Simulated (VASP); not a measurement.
# CuO (R-3m) in VASP: a series of runs

CuO is run at these levels: PBE; tasks: single point.

Everything below comes from runs of VASP 6.6.1. Logs are shortened: lines on timing, memory, paths and dates and some standing lists are left out, and cuts for length are marked.

## Step 1: The cell of the first run

Symmetry: R-3m, No. 166, trigonal system. The conventional cell has a = 2.810 Å, b = 2.810 Å, c = 15.784 Å, α = 90.00°, β = 90.00°, γ = 120.00°. Within 2.2 Å of Cu (site symmetry -3m) lie 2 O at 1.68 Å. Cu (site symmetry -3m) has 6 O at 1.88 Å within 2.5 Å. Within 2.2 Å of O (site symmetry 3m) lie 4 Cu at 1.68 to 1.88 Å.

## Step 2: Single point, PBE

INCAR reads:

```
ALGO = Normal
EDIFF = 1E-6
ENCUT = 520
GGA = PE
ISIF = 2
ISMEAR = 0
LASPH = T
LCHARG = T
LELF = T
LREAL = F
LVHAR = T
LWAVE = F
NBANDS = 25
NELM = 100
PREC = Accurate
SIGMA = 0.1
```

KPOINTS reads:

```
k-points
0
Gamma
  18 18 18
```

POSCAR reads:

```
CuO
1.0
    1.4051036578      0.8112369751      5.2614075305
   -1.4051036578      0.8112369751      5.2614075305
    0.0000000000     -1.6224739502      5.2614075305
Cu O
2 2
Direct
    0.0000000000      0.0000000000      0.0000000000
    0.5000000000      0.5000000000      0.5000000000
    0.1061648437      0.1061648437      0.1061648437
    0.8938351563      0.8938351563      0.8938351563
```

Potentials or basis: VASP PAW PBE potentials, release 64 (Cu, O).

On the command line:

```console
$ cat potpaw_PBE.64/Cu/POTCAR potpaw_PBE.64/O/POTCAR > POTCAR
$ mpirun -np 1 vasp_std > vasp.out
```

OUTCAR:

```text
EDIFF = 1E-6
   ENCUT = 520
   GGA = PE
   ISIF = 2
   ISMEAR = 0
   LASPH = T
   LREAL = F
   NELM = 100
   PREC = Accurate

 ion  position               nearest neighbor table
   1  0.000  0.000  0.000-   3 1.68   4 1.68
   2  0.500  0.500  0.500-   3 1.88   3 1.88   4 1.88   4 1.88   3 1.88   4 1.88
   3  0.106  0.106  0.106-   1 1.68   2 1.88   2 1.88   2 1.88
   4  0.894  0.894  0.894-   1 1.68   2 1.88   2 1.88   2 1.88

  LATTYP: Found a trigonal (rhomboedric) cell.
 ALAT       =     5.5058905657
 COS(alpha) =     0.8697458485

  Lattice vectors:

 A1 = (   1.4051036578,   0.8112369751,   5.2614075305)
 A2 = (  -1.4051036578,   0.8112369751,   5.2614075305)
 A3 = (   0.0000000000,  -1.6224739502,   5.2614075305)

Analysis of symmetry for initial positions (statically):
=====================================================================
 Subroutine PRICEL returns:
 Original cell was already a primitive cell.

 Routine SETGRP: Setting up the symmetry group for a
 trigonal (rhombohedral) supercell.

 Subroutine GETGRP returns: Found 12 space group operations
 (whereof 12 operations were pure point group operations)
 out of a pool of 12 trial point group operations.

The static configuration has the point symmetry D_3d.

Analysis of symmetry for dynamics (positions and initial velocities):
=====================================================================
 Subroutine PRICEL returns:
 Original cell was already a primitive cell.

 Routine SETGRP: Setting up the symmetry group for a
 trigonal (rhombohedral) supercell.

 Subroutine GETGRP returns: Found 12 space group operations
 (whereof 12 operations were pure point group operations)
 out of a pool of 12 trial point group operations.

The dynamic configuration has the point symmetry D_3d.

 Subroutine INISYM returns: Found 12 space group operations
 (whereof 12 operations are pure point group operations),
 and found     1 'primitive' translations

----------------------------------------------------------------------------------------

                                     Primitive cell

  volume of cell :      35.9840

  direct lattice vectors                    reciprocal lattice vectors
     1.405103658  0.811236975  5.261407530     0.355845633  0.205447572  0.063354403
    -1.405103658  0.811236975  5.261407530    -0.355845633  0.205447572  0.063354403
     0.000000000 -1.622473950  5.261407530     0.000000000 -0.410895144  0.063354403

  length of vectors
     5.505890566  5.505890566  5.505890566     0.415750646  0.415750646  0.415750646

  position of ions in fractional coordinates (direct lattice)
     0.000000000  0.000000000  0.000000000
     0.500000000  0.500000000  0.500000000
     0.106164844  0.106164844  0.106164844
     0.893835156  0.893835156  0.893835156

  ion indices of the primitive-cell ions
   primitive index   ion index
                 1           1
                 2           2
                 3           3
                 4           4

----------------------------------------------------------------------------------------

 KPOINTS: k-points

Automatic generation of k-mesh.
 Grid dimensions read from file:
 generate k-points for:   18   18   18

 Generating k-lattice:

  Cartesian coordinates                     Fractional coordinates (reciprocal lattice)
     0.019769202  0.011413754  0.003519689     0.055555556  0.000000000 -0.000000000
    -0.019769202  0.011413754  0.003519689     0.000000000  0.055555556 -0.000000000
     0.000000000 -0.022827508  0.003519689    -0.000000000 -0.000000000  0.055555556

  Length of vectors
     0.023097258  0.023097258  0.023097258

  Shift w.r.t. Gamma in fractional coordinates (k-lattice)
     0.000000000  0.000000000  0.000000000

 Subroutine IBZKPT returns following result:
 ===========================================

 Found    580 irreducible k-points:

 Following reciprocal coordinates:
            Coordinates               Weight
  0.000000  0.000000  0.000000      1.000000
  0.055556 -0.000000  0.000000      6.000000
  0.111111 -0.000000  0.000000      6.000000
  0.166667 -0.000000  0.000000      6.000000
  0.222222  0.000000 -0.000000      6.000000
  0.277778 -0.000000  0.000000      6.000000
[... 16 lines left out ...]
 -0.277778  0.055556  0.000000     12.000000
 -0.222222  0.055556  0.000000     12.000000
 [... further k-points ...]
   k-points           NKPTS =    580   k-points in BZ     NKDIM =    580   number of bands    NBANDS=     25
   number of dos      NEDOS =    301   number of ions     NIONS =      4
   total plane-waves  NPLWV =  74088
   dimension x,y,z NGX =    42 NGY =   42 NGZ =   42
   dimension x,y,z NGXF=    84 NGYF=   84 NGZF=   84
   ions per type =               2   2
   NGX,Y,Z   is equivalent  to a cutoff of  12.68, 12.68, 12.68 a.u.
   NGXF,Y,Z  is equivalent  to a cutoff of  25.36, 25.36, 25.36 a.u.
 SYSTEM =  unknown system
   PREC   = accura    normal or accurate (medium, high low for compatibility)
   ISTART =      0    job   : 0-new  1-cont  2-samecut
   ICHARG =      2    charge: 1-file 2-atom 10-const
   ISPIN  =      1    spin polarized calculation?
   LNONCOLLINEAR =      F non collinear calculations
   LSORBIT =      F    spin-orbit coupling
   LASPH  =      T    aspherical Exc in radial PAW
   ENCUT  =  520.0 eV  38.22 Ry    6.18 a.u.  10.24 10.24 10.24*2*pi/ulx,y,z
   NELM   =    100;   NELMIN=  2; NELMDL= -5     # of ELM steps
   EDIFF  = 0.1E-05   stopping-criterion for ELM
   LREAL  =      F    real-space projection
   EDIFFG = 0.1E-04   stopping-criterion for IOM
   NSW    =      0    number of steps for IOM
   IBRION =     -1    ionic relax: 0-MD 1-quasi-New 2-CG
   NFREE  =      0    steps in history (QN), initial steepest desc. (CG)
   ISIF   =      2    stress and relaxation
   ISYM   =      2    0-nonsym 1-usesym 2-fastsym
   POTIM  = 0.5000    time-step for ionic-motion
   TEBEG  =    0.0;   TEEND  =   0.0 temperature during run
   PSTRESS=    0.0 pullay stress
   NELECT =      34.0000    total number of electrons
   NUPDOWN=      -1.0000    fix difference up-down
   EMIN   =  10.00;   EMAX   =-10.00  energy-range for DOS
   EFERMI =   0.00;   METHOD = LEGACY
   ISMEAR =     0;   SIGMA  =   0.10  broadening in eV -4-tet -1-fermi 0-gaus
   EFERMI_NEDOS =   21; number of points for ismear=-14 and -15
   IALGO  =     38    algorithm
   IMIX   =      4    mixing-type and parameters
     AMIX     =   0.40;   BMIX     =  1.00
     AMIX_MAG =   1.60;   BMIX_MAG =  1.00
  volume/ion in A,a.u.               =       9.00        60.71
  Fermi-wavevector in a.u.,A,eV,Ry     =   1.606441  3.035733 35.111899  2.580652
  Thomas-Fermi vector in A             =   2.702628
   LORBIT       =      0    0 simple, 1 ext, 2 COOP (PROOUT), +10 PAW based schemes
   GGA     = PE    functional components
   LHFCALC =     F    Hartree Fock is set to
   AEXX    =    0.0000 exact exchange contribution
   IVDW    =     0    specifies the selected vdW correction
   LEPSILON=     F    determine dielectric tensor
   LRPA    =     F    only Hartree local field effects (RPA)
 non-spin polarized calculation
 Gauss-broadening in eV      SIGMA  =   0.10
  energy-cutoff  :      520.00
  volume of cell :       35.98
 maximum number of plane-waves:       982
 NGX is ok and might be reduce to    42
   NGX = 21   NGY = 21   NGZ = 21

 number of electron      34.0000006 magnetization

 Free energy of the ion-electron system (eV)
  ---------------------------------------------------
  ext. energy  EPLUGINS =         0.00000000
  ---------------------------------------------------
  free energy    TOTEN  =       -17.88687999 eV

  energy without entropy =      -17.86868635  energy(sigma->0) =      -17.87778317

 E-fermi :   7.2648     XC(G=0): -12.5558

 val. band max:        7.2640279491   @ k =  -0.2778   0.2778   0.1111
 cond. band min:       7.2658923346   @ k =  -0.4444   0.2222   0.0000
 fundamental gap:      0.0018643856
 Fermi energy:         7.2647601829

 k-point     1 :       0.0000    0.0000    0.0000
  band No.  band energies     occupation
      1     -14.3054      2.00000
      2     -12.2429      2.00000
      3      -2.3459      2.00000
      4       0.4532      2.00000
      5       0.4532      2.00000
      6       2.0757      2.00000
[... 17 lines left out ...]
     24      24.3501      0.00000
     25      26.4701      0.00000

 k-point     2 :       0.0556   -0.0000    0.0000
  band No.  band energies     occupation
      1     -14.2678      2.00000
      2     -12.2358      2.00000
      3      -2.3022      2.00000
      4       0.3797      2.00000
      5       0.4708      2.00000
      6       2.0792      2.00000
[... 17 lines left out ...]
     24      24.4268      0.00000
     25      25.0334      0.00000

 k-point     3 :       0.1111   -0.0000    0.0000
  band No.  band energies     occupation
      1     -14.1575      2.00000
      2     -12.2159      2.00000
      3      -2.1753      2.00000
      4       0.1939      2.00000
      5       0.5220      2.00000
      6       2.0386      2.00000
[... 17 lines left out ...]
     24      23.3204      0.00000
     25      24.5606      0.00000

 k-point     4 :       0.1667   -0.0000    0.0000
  band No.  band energies     occupation
      1     -13.9817      2.00000
      2     -12.1873      2.00000
      3      -1.9788      2.00000
      4      -0.0377      2.00000
      5       0.6017      2.00000
      6       1.7919      2.00000
[... 17 lines left out ...]
     24      22.6791      0.00000
     25      24.2644      0.00000
[... 477 lines left out ...]
 k-point    22 :      -0.3333    0.0556   -0.0000
  band No.  band energies     occupation
      1     -13.0821      2.00000
      2     -12.1069      2.00000
      3      -1.2400      2.00000
      4      -0.7693      2.00000
      5       0.3843      2.00000
      6       0.9416      2.00000
[... 17 lines left out ...]
     24      21.5721      0.00000
     25      22.4170      0.00000

 k-point    23 :      -0.2778    0.0556    0.0000
  band No.  band energies     occupation
      1     -13.3460      2.00000
      2     -12.1055      2.00000
      3      -1.3973      2.00000
      4      -0.5619      2.00000
      5       0.5610      2.00000
      6       0.8771      2.00000
[... 17 lines left out ...]
     24      21.9955      0.00000
     25      22.7856      0.00000

 k-point    24 :      -0.2222    0.0556    0.0000
  band No.  band energies     occupation
      1     -13.6125      2.00000
      2     -12.1250      2.00000
      3      -1.6248      2.00000
      4      -0.3692      2.00000
      5       0.6954      2.00000
      6       1.0804      2.00000
[... 17 lines left out ...]
     24      22.5655      0.00000
     25      22.9049      0.00000

 [... further k-points ...]

------------------------ aborting loop because EDIFF is reached ----------------------------------------

  FORCE on cell =-STRESS in cart. coord.  units (eV):
  Direction    XX          YY          ZZ          XY          YZ          ZX
  --------------------------------------------------------------------------------------
  -------------------------------------------------------------------------------------
  Total        9.8290866      9.8290866     18.6812389      0.0000000      0.0000000      0.0000000
  in kB      437.6374231    437.6374231    831.7771082      0.0000000      0.0000000      0.0000000
  external PRESSURE =     569.0173182 kB  Pullay stress =       0.0000000 kB

 VOLUME and BASIS-vectors are now :
 -----------------------------------------------------------------------------
  energy-cutoff  :      520.00
  volume of cell :       35.98
      direct lattice vectors                 reciprocal lattice vectors
     1.405103658  0.811236975  5.261407530     0.355845633  0.205447572  0.063354403
    -1.405103658  0.811236975  5.261407530    -0.355845633  0.205447572  0.063354403
     0.000000000 -1.622473950  5.261407530     0.000000000 -0.410895144  0.063354403

 POSITION                                       TOTAL-FORCE (eV/Angst)
 -----------------------------------------------------------------------------------
      0.00000      0.00000      0.00000         0.000000     -0.000000      0.000000
      0.00000      0.00000      7.89211         0.000000     -0.000000      0.000000
      0.00000      0.00000      1.67573         0.000000      0.000000      0.723301
      0.00000      0.00000     14.10849         0.000000      0.000000     -0.723301
 -----------------------------------------------------------------------------------
    total drift:                               -0.000000      0.000000     -0.000000

  FREE ENERGIE OF THE ION-ELECTRON SYSTEM (eV)
  ---------------------------------------------------
  free  energy   TOTEN  =       -17.8868799915 eV

  energy  without entropy=      -17.8686863479  energy(sigma->0) =      -17.87778317
```

Wall time 13 min (1 thread of Intel Xeon 6975P-C (Granite Rapids), shared host); peak memory 0.58 GiB.

What came out:

```yaml
Free_energy: -17.8869 eV
Pressure: 56.9 GPa
Largest_force: 0.723 eV/Å
Band_gap_on_the_k_mesh: zero (bands 17 and 18 overlap by 1.20 eV)
```

Forces on the atoms (eV/Å):
```
Cu   0.000  0.000  0.000
Cu   0.000  0.000  0.000
O    0.000  0.000  0.723
O    0.000  0.000 -0.723
```

Caveat: the stress differs along the axes, from 44 to 83 GPa; semilocal functionals often make such compounds metallic where correlation or magnetic order opens a gap, which also shifts bond lengths. With open d or f shells a metallic result of PBE can be an artefact of self-interaction; +U or a hybrid may open a gap.

(Continued in part 2 of 2.)
